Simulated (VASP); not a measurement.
# LiF (zincblende type) (F-43m) in VASP: a series of runs

The runs below take LiF (zincblende type) through electric field gradients, density of states, with PBE, LDA.

All numbers are computed with VASP 6.6.1; they aren't measurements. Logs are shortened: lines on timing, memory, paths and dates and some standing lists are left out, and cuts for length are marked.

## (1) The cell of the first run

It takes space group F-43m (No. 216, cubic). Conventional cell: a = 4.394 Å, b = 4.394 Å, c = 4.394 Å, α = 90.00°, β = 90.00°, γ = 90.00°. Within 2.5 Å of Li (site symmetry -43m) lie 4 F at 1.90 Å. F (site symmetry -43m) has 4 Li at 1.90 Å within 2.5 Å.

## (2) Electric field gradients, PBE (volume scaled by 1.02)

The input, INCAR:

```
PREC = Accurate ; ENCUT = 520
EDIFF = 1E-8 ; ISMEAR = -1
SIGMA = 0.03 ; LREAL = False
LASPH = True ; NELM = 80
ALGO = Normal ; ISIF = 2
LWAVE = False ; LCHARG = False
GGA = PE ; LEFG = True
NBANDS = 12
```

The input, KPOINTS:

```
regular mesh
0
Gamma
  16 16 16
```

The input, POSCAR:

```
LiF
1.0
    0.0000000000      2.1970197556      2.1970197556
    2.1970197556      0.0000000000      2.1970197556
    2.1970197556      2.1970197556      0.0000000000
Li F
1 1
Direct
    0.0000000000      0.0000000000      0.0000000000
    0.2500000000      0.2500000000      0.2500000000
```

Potentials or basis: VASP PAW PBE potentials, release 64 (Li_sv, F).

Started as:

```
$ cat potpaw_PBE.64/Li_sv/POTCAR potpaw_PBE.64/F/POTCAR > POTCAR
$ mpirun -np 1 vasp_std > vasp.out
```

OUTCAR:

```text
PREC = Accurate
   ENCUT = 520
   EDIFF = 1E-8
   ISMEAR = -1
   LREAL = False
   LASPH = True
   NELM = 80
   ISIF = 2
   GGA = PE

 ion  position               nearest neighbor table
   1  0.000  0.000  0.000-   2 1.90   2 1.90   2 1.90   2 1.90
   2  0.250  0.250  0.250-   1 1.90   1 1.90   1 1.90   1 1.90

  LATTYP: Found a face centered cubic cell.
 ALAT       =     4.3940395112

  Lattice vectors:

 A1 = (   0.0000000000,   2.1970197556,   2.1970197556)
 A2 = (   2.1970197556,   0.0000000000,   2.1970197556)
 A3 = (   2.1970197556,   2.1970197556,   0.0000000000)

Analysis of symmetry for initial positions (statically):
=====================================================================
 Subroutine PRICEL returns:
 Original cell was already a primitive cell.

 Routine SETGRP: Setting up the symmetry group for a
 face centered cubic supercell.

 Subroutine GETGRP returns: Found 24 space group operations
 (whereof 24 operations were pure point group operations)
 out of a pool of 48 trial point group operations.

The static configuration has the point symmetry T_d .

Analysis of symmetry for dynamics (positions and initial velocities):
=====================================================================
 Subroutine PRICEL returns:
 Original cell was already a primitive cell.

 Routine SETGRP: Setting up the symmetry group for a
 face centered cubic supercell.

 Subroutine GETGRP returns: Found 24 space group operations
 (whereof 24 operations were pure point group operations)
 out of a pool of 48 trial point group operations.

The dynamic configuration has the point symmetry T_d .

 Subroutine INISYM returns: Found 24 space group operations
 (whereof 24 operations are pure point group operations),
 and found     1 'primitive' translations

----------------------------------------------------------------------------------------

                                     Primitive cell

  volume of cell :      21.2096

  direct lattice vectors                    reciprocal lattice vectors
     0.000000000  2.197019756  2.197019756    -0.227581021  0.227581021  0.227581021
     2.197019756  0.000000000  2.197019756     0.227581021 -0.227581021  0.227581021
     2.197019756  2.197019756  0.000000000     0.227581021  0.227581021 -0.227581021

  length of vectors
     3.107055135  3.107055135  3.107055135     0.394181892  0.394181892  0.394181892

  position of ions in fractional coordinates (direct lattice)
     0.000000000  0.000000000  0.000000000
     0.250000000  0.250000000  0.250000000

  ion indices of the primitive-cell ions
   primitive index   ion index
                 1           1
                 2           2

----------------------------------------------------------------------------------------

 KPOINTS: regular mesh

Automatic generation of k-mesh.
 Grid dimensions read from file:
 generate k-points for:   16   16   16

 Generating k-lattice:

  Cartesian coordinates                     Fractional coordinates (reciprocal lattice)
    -0.014223814  0.014223814  0.014223814     0.062500000  0.000000000  0.000000000
     0.014223814 -0.014223814  0.014223814     0.000000000  0.062500000  0.000000000
     0.014223814  0.014223814 -0.014223814     0.000000000  0.000000000  0.062500000

  Length of vectors
     0.024636368  0.024636368  0.024636368

  Shift w.r.t. Gamma in fractional coordinates (k-lattice)
     0.000000000  0.000000000  0.000000000

 Subroutine IBZKPT returns following result:
 ===========================================

 Found    145 irreducible k-points:

 Following reciprocal coordinates:
            Coordinates               Weight
  0.000000  0.000000  0.000000      1.000000
  0.062500  0.000000  0.000000      8.000000
  0.125000  0.000000  0.000000      8.000000
  0.187500  0.000000  0.000000      8.000000
  0.250000  0.000000  0.000000      8.000000
  0.312500  0.000000  0.000000      8.000000
[... 16 lines left out ...]
 -0.125000  0.062500  0.000000     24.000000
 -0.062500  0.062500  0.000000     12.000000
 [... further k-points ...]
   k-points           NKPTS =    145   k-points in BZ     NKDIM =    145   number of bands    NBANDS=     12
   number of dos      NEDOS =    301   number of ions     NIONS =      2
   total plane-waves  NPLWV =  13824
   dimension x,y,z NGX =    24 NGY =   24 NGZ =   24
   dimension x,y,z NGXF=    48 NGYF=   48 NGZF=   48
   ions per type =               1   1
   NGX,Y,Z   is equivalent  to a cutoff of  12.84, 12.84, 12.84 a.u.
   NGXF,Y,Z  is equivalent  to a cutoff of  25.68, 25.68, 25.68 a.u.
 SYSTEM =  unknown system
   PREC   = accura    normal or accurate (medium, high low for compatibility)
   ISTART =      0    job   : 0-new  1-cont  2-samecut
   ICHARG =      2    charge: 1-file 2-atom 10-const
   ISPIN  =      1    spin polarized calculation?
   LNONCOLLINEAR =      F non collinear calculations
   LSORBIT =      F    spin-orbit coupling
   LASPH  =      T    aspherical Exc in radial PAW
   ENCUT  =  520.0 eV  38.22 Ry    6.18 a.u.   5.78  5.78  5.78*2*pi/ulx,y,z
   NELM   =     80;   NELMIN=  2; NELMDL= -5     # of ELM steps
   EDIFF  = 0.1E-07   stopping-criterion for ELM
   LREAL  =      F    real-space projection
   EDIFFG = 0.1E-06   stopping-criterion for IOM
   NSW    =      0    number of steps for IOM
   IBRION =     -1    ionic relax: 0-MD 1-quasi-New 2-CG
   NFREE  =      0    steps in history (QN), initial steepest desc. (CG)
   ISIF   =      2    stress and relaxation
   ISYM   =      2    0-nonsym 1-usesym 2-fastsym
   POTIM  = 0.5000    time-step for ionic-motion
   TEBEG  =    0.0;   TEEND  =   0.0 temperature during run
   PSTRESS=    0.0 pullay stress
   NELECT =      10.0000    total number of electrons
   NUPDOWN=      -1.0000    fix difference up-down
   EMIN   =  10.00;   EMAX   =-10.00  energy-range for DOS
   EFERMI =   0.00;   METHOD = LEGACY
   ISMEAR =    -1;   SIGMA  =   0.03  broadening in eV -4-tet -1-fermi 0-gaus
   EFERMI_NEDOS =   21; number of points for ismear=-14 and -15
   IALGO  =     38    algorithm
   IMIX   =      4    mixing-type and parameters
     AMIX     =   0.40;   BMIX     =  1.00
     AMIX_MAG =   1.60;   BMIX_MAG =  1.00
  volume/ion in A,a.u.               =      10.60        71.56
  Fermi-wavevector in a.u.,A,eV,Ry     =   1.274180  2.407852 22.089539  1.623535
  Thomas-Fermi vector in A             =   2.406963
   LORBIT       =      0    0 simple, 1 ext, 2 COOP (PROOUT), +10 PAW based schemes
   GGA     = PE    functional components
   LHFCALC =     F    Hartree Fock is set to
   AEXX    =    0.0000 exact exchange contribution
   IVDW    =     0    specifies the selected vdW correction
   LEPSILON=     F    determine dielectric tensor
   LRPA    =     F    only Hartree local field effects (RPA)
 non-spin polarized calculation
  energy-cutoff  :      520.00
  volume of cell :       21.21
 maximum number of plane-waves:       588
   NGX = 11   NGY = 11   NGZ = 11

 number of electron      10.0000000 magnetization

 number of electron       9.9999998 magnetization

 Free energy of the ion-electron system (eV)
  ---------------------------------------------------
  ext. energy  EPLUGINS =         0.00000000
  ---------------------------------------------------
  free energy    TOTEN  =        -9.62770319 eV

  energy without entropy =       -9.62770319  energy(sigma->0) =       -9.62770319

 E-fermi :  -2.0588     XC(G=0):  -8.5490

 val. band max:       -2.8430792511   @ k =   0.0000   0.0000   0.0000
 cond. band min:       4.6910813385   @ k =   0.0000   0.0000   0.0000
 fundamental gap:      7.5341605896
 Fermi energy:        -2.0588009359

 k-point     1 :       0.0000    0.0000    0.0000
  band No.  band energies     occupation
      1     -43.3920      2.00000
      2     -22.0722      2.00000
      3      -2.8431      2.00000
      4      -2.8431      2.00000
      5      -2.8431      2.00000
      6       4.6911      0.00000
      7      16.0248      0.00000
      8      16.0248      0.00000
      9      16.0248      0.00000
     10      24.3012      0.00000
     11      24.3012      0.00000
     12      24.3012      0.00000
[... 331 lines left out ...]
 k-point    24 :      -0.0625    0.0625    0.0000
  band No.  band energies     occupation
      1     -43.3894      2.00000
      2     -22.0575      2.00000
      3      -3.0362      2.00000
      4      -2.8998      2.00000
      5      -2.8525      2.00000
      6       4.9775      0.00000
      7      15.8706      0.00000
      8      15.9013      0.00000
      9      16.1560      0.00000
     10      22.5923      0.00000
     11      22.6030      0.00000
     12      24.8829      0.00000

 [... further k-points ...]
[... 5 lines left out ...]
  --------------------------------------------------------------------------------------
  -------------------------------------------------------------------------------------
  Total       -0.1622687     -0.1622687     -0.1622687      0.0000000      0.0000000      0.0000000
  in kB      -12.2578243    -12.2578243    -12.2578243      0.0000000      0.0000000      0.0000000
  external PRESSURE =     -12.2578243 kB  Pullay stress =       0.0000000 kB

 VOLUME and BASIS-vectors are now :
 -----------------------------------------------------------------------------
  energy-cutoff  :      520.00
  volume of cell :       21.21
      direct lattice vectors                 reciprocal lattice vectors
     0.000000000  2.197019756  2.197019756    -0.227581021  0.227581021  0.227581021
     2.197019756  0.000000000  2.197019756     0.227581021 -0.227581021  0.227581021
     2.197019756  2.197019756  0.000000000     0.227581021  0.227581021 -0.227581021

 POSITION                                       TOTAL-FORCE (eV/Angst)
 -----------------------------------------------------------------------------------
      0.00000      0.00000      0.00000        -0.000000     -0.000000     -0.000000
      1.09851      1.09851      1.09851         0.000000      0.000000      0.000000
 -----------------------------------------------------------------------------------
    total drift:                                0.000001      0.000001      0.000001

  FREE ENERGIE OF THE ION-ELECTRON SYSTEM (eV)
  ---------------------------------------------------
  free  energy   TOTEN  =        -9.6277031900 eV

  energy  without entropy=       -9.6277031900  energy(sigma->0) =       -9.62770319

 Electric field gradients (V/A^2)
---------------------------------------------------------------------
 ion       V_xx      V_yy      V_zz      V_xy      V_xz      V_yz
---------------------------------------------------------------------
   1      -0.000    -0.000     0.000     0.001     0.001     0.001
   2       0.000    -0.000     0.000    -0.001    -0.001    -0.001
---------------------------------------------------------------------

 Electric field gradients after diagonalization (V/A^2)
 (convention: |V_zz| > |V_xx| > |V_yy|)
----------------------------------------------------------------------
 ion       V_xx      V_yy      V_zz     asymmetry (V_yy - V_xx)/ V_zz
----------------------------------------------------------------------
   1      -0.001    -0.001     0.002       0.000
   2       0.001     0.001    -0.002       0.000
----------------------------------------------------------------------

           NMR quadrupolar parameters

 Cq : quadrupolar parameter    Cq=e*Q*V_zz/h
 eta: asymmetry parameters     (V_yy - V_xx)/ V_zz
 Q  : nuclear electric quadrupole moment in mb (millibarn)
----------------------------------------------------------------------
 ion       Cq(MHz)       eta       Q (mb)
----------------------------------------------------------------------
   1       0.000       0.000       1.000
   2      -0.000       0.000       1.000
----------------------------------------------------------------------
```

Run time: 24 s. Hardware: 1 thread of Intel Xeon Platinum 8259CL at 2.50GHz (Skylake/Cascade Lake), shared host; peak memory 0.15 GiB.

Results:

- Free energy: -9.6277 eV
- Band gap on the k mesh: 7.53 eV, direct

Caveat: the cutoff is under 1.25 times the usual one of these potentials, so pressure, stress and relaxed cells hold a basis-set (Pulay) error; without QUAD_EFG the Cq values of the log hold for a quadrupole moment of 1 mb, not for the nuclei. A k mesh can miss the band edges.

## (3) Electric field gradients, PBE (volume scaled by 1.04)

The input, INCAR:

```
SYSTEM = LiF
  ALGO = Normal
  EDIFF = 1E-8
  ENCUT = 520
  GGA = PE
  ISIF = 2
  ISMEAR = -1
  LASPH = .True.
  LCHARG = .False.
  LEFG = .True.
  LREAL = .False.
  LWAVE = .False.
  NBANDS = 12
  NELM = 60
  PREC = Accurate
  SIGMA = 0.03
```

The input, KPOINTS:

```
k-points
0
Gamma
  16 16 16
  0 0 0
```

The input, POSCAR:

```
LiF
1.0
    0.0000000000      2.2112865174      2.2112865174
    2.2112865174      0.0000000000      2.2112865174
    2.2112865174      2.2112865174      0.0000000000
Li F
1 1
Direct
    0.0000000000      0.0000000000      0.0000000000
    0.2500000000      0.2500000000      0.2500000000
```

Potentials or basis: VASP PAW PBE potentials, release 64 (Li_sv, F).

Started as:

```
$ cat potpaw_PBE.64/Li_sv/POTCAR potpaw_PBE.64/F/POTCAR > POTCAR
$ mpirun -np 1 vasp_std > vasp.out
```

OUTCAR:

```text
SYSTEM = LiF
   EDIFF = 1E-8
   ENCUT = 520
   GGA = PE
   ISIF = 2
   ISMEAR = -1
   LASPH = .True.
   LREAL = .False.
   NELM = 60
   PREC = Accurate

 ion  position               nearest neighbor table
   1  0.000  0.000  0.000-   2 1.92   2 1.92   2 1.92   2 1.92
   2  0.250  0.250  0.250-   1 1.92   1 1.92   1 1.92   1 1.92

  LATTYP: Found a face centered cubic cell.
 ALAT       =     4.4225730348

  Lattice vectors:

 A1 = (   0.0000000000,   2.2112865174,   2.2112865174)
 A2 = (   2.2112865174,   0.0000000000,   2.2112865174)
 A3 = (   2.2112865174,   2.2112865174,   0.0000000000)

Analysis of symmetry for initial positions (statically):
=====================================================================
 Subroutine PRICEL returns:
 Original cell was already a primitive cell.

 Routine SETGRP: Setting up the symmetry group for a
 face centered cubic supercell.

 Subroutine GETGRP returns: Found 24 space group operations
 (whereof 24 operations were pure point group operations)
 out of a pool of 48 trial point group operations.

The static configuration has the point symmetry T_d .

Analysis of symmetry for dynamics (positions and initial velocities):
=====================================================================
 Subroutine PRICEL returns:
 Original cell was already a primitive cell.

 Routine SETGRP: Setting up the symmetry group for a
 face centered cubic supercell.

 Subroutine GETGRP returns: Found 24 space group operations
 (whereof 24 operations were pure point group operations)
 out of a pool of 48 trial point group operations.

The dynamic configuration has the point symmetry T_d .

[... 502 lines left out ...]
      4      -2.9765      2.00000
      5      -2.9306      2.00000
      6       4.7984      0.00000
      7      15.6214      0.00000
      8      15.6534      0.00000
      9      15.9087      0.00000
     10      22.2813      0.00000
     11      22.2995      0.00000
     12      24.5325      0.00000

 [... further k-points ...]

------------------------ aborting loop because EDIFF is reached ----------------------------------------

  FORCE on cell =-STRESS in cart. coord.  units (eV):
  Direction    XX          YY          ZZ          XY          YZ          ZX
  --------------------------------------------------------------------------------------
  -------------------------------------------------------------------------------------
  Total       -0.2863977     -0.2863977     -0.2863977      0.0000000      0.0000000      0.0000000
  in kB      -21.2185191    -21.2185191    -21.2185191      0.0000000      0.0000000      0.0000000
  external PRESSURE =     -21.2185191 kB  Pullay stress =       0.0000000 kB

 VOLUME and BASIS-vectors are now :
 -----------------------------------------------------------------------------
  energy-cutoff  :      520.00
  volume of cell :       21.63
      direct lattice vectors                 reciprocal lattice vectors
     0.000000000  2.211286517  2.211286517    -0.226112716  0.226112716  0.226112716
     2.211286517  0.000000000  2.211286517     0.226112716 -0.226112716  0.226112716
     2.211286517  2.211286517  0.000000000     0.226112716  0.226112716 -0.226112716

 POSITION                                       TOTAL-FORCE (eV/Angst)
 -----------------------------------------------------------------------------------
      0.00000      0.00000      0.00000        -0.000000     -0.000000     -0.000000
      1.10564      1.10564      1.10564         0.000000      0.000000      0.000000
 -----------------------------------------------------------------------------------
    total drift:                                0.000001      0.000001      0.000001

  FREE ENERGIE OF THE ION-ELECTRON SYSTEM (eV)
  ---------------------------------------------------
  free  energy   TOTEN  =        -9.6243540477 eV

  energy  without entropy=       -9.6243540477  energy(sigma->0) =       -9.62435405

 Electric field gradients (V/A^2)
---------------------------------------------------------------------
 ion       V_xx      V_yy      V_zz      V_xy      V_xz      V_yz
---------------------------------------------------------------------
   1      -0.000    -0.000    -0.000     0.002     0.002     0.002
   2      -0.000     0.000    -0.000     0.000     0.000     0.000
---------------------------------------------------------------------

 Electric field gradients after diagonalization (V/A^2)
 (convention: |V_zz| > |V_xx| > |V_yy|)
----------------------------------------------------------------------
 ion       V_xx      V_yy      V_zz     asymmetry (V_yy - V_xx)/ V_zz
----------------------------------------------------------------------
   1      -0.002    -0.002     0.004       0.000
   2      -0.000    -0.000     0.001       0.000
----------------------------------------------------------------------

           NMR quadrupolar parameters

 Cq : quadrupolar parameter    Cq=e*Q*V_zz/h
 eta: asymmetry parameters     (V_yy - V_xx)/ V_zz
 Q  : nuclear electric quadrupole moment in mb (millibarn)
----------------------------------------------------------------------
 ion       Cq(MHz)       eta       Q (mb)
----------------------------------------------------------------------
   1       0.000       0.000       1.000
   2       0.000       0.000       1.000
----------------------------------------------------------------------
```

stdout:

```text
POSCAR found type information on POSCAR LiF
 POSCAR found :  2 types and       2 ions
 scaLAPACK will be used
 LDA part: xc-table for (Slater+PW92), standard interpolation
 POSCAR, INCAR and KPOINTS ok, starting setup
 FFT: planning ... GRIDC
 FFT: planning ... GRID_SOFT
 FFT: planning ... GRID
 WAVECAR not read
 entering main loop
ion   1

ion   2
```

Run time: 27 s. Hardware: 1 thread of Intel Xeon Platinum 8259CL at 2.50GHz (Skylake/Cascade Lake), shared host; peak memory 0.15 GiB.

What came out:

```
Free energy            : -9.6244 eV
Band gap on the k mesh : 7.43 eV, direct
```

Caveat: the cutoff is under 1.25 times the usual one of these potentials, so pressure, stress and relaxed cells hold a basis-set (Pulay) error; without QUAD_EFG the Cq values of the log hold for a quadrupole moment of 1 mb, not for the nuclei.

(Part 1 of 2 ends here.)
